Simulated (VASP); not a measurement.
TaSi2, 6 atoms in the cell. It takes space group Fd-3m (No. 227, cubic). The conventional cell has a = 6.957 Å, b = 6.957 Å, c = 6.957 Å, α = 90.00°, β = 90.00°, γ = 90.00°. Within 3.8 Å of Ta (site symmetry -43m) lie 12 Si at 2.88 Å and 4 Ta at 3.01 Å. Within 3.2 Å of Si (site symmetry -3m) lie 6 Si at 2.46 Å and 6 Ta at 2.88 Å. The cell was built from a structure type or drawn by symmetry, and may not be a known phase.

```yaml
Program: VASP 6.6.1
Task: single point
Functional: PBE
Potentials_or_basis: VASP PAW PBE potentials, release 64 (Ta_pv, Si)
Cutoff: 500 eV
k_mesh: 4 × 4 × 4
Occupations: gaussian, width 0.2 eV
Spin: no spin polarisation
Dipole_correction: no
Further_INCAR_settings: ALGO = Normal; EDIFF = 1e-06; NBANDS = 28
```

Potentials or basis: VASP PAW PBE potentials, release 64 (Ta_pv, Si).

Launch:

```sh
$ cat potpaw_PBE.64/Ta_pv/POTCAR potpaw_PBE.64/Si/POTCAR > POTCAR
$ mpirun -np 1 vasp_std > vasp.out
```

Hardware: 1 thread of AMD EPYC 9R45 96-Core Processor (Zen 5), on a shared host.

Question: Estimate the wall time of this run.

Answer: It took 16 s on 1 thread of AMD EPYC 9R45 96-Core Processor (Zen 5), on a shared host, peak memory 0.17 GiB. Counts: scf iterations 13, k points 8.
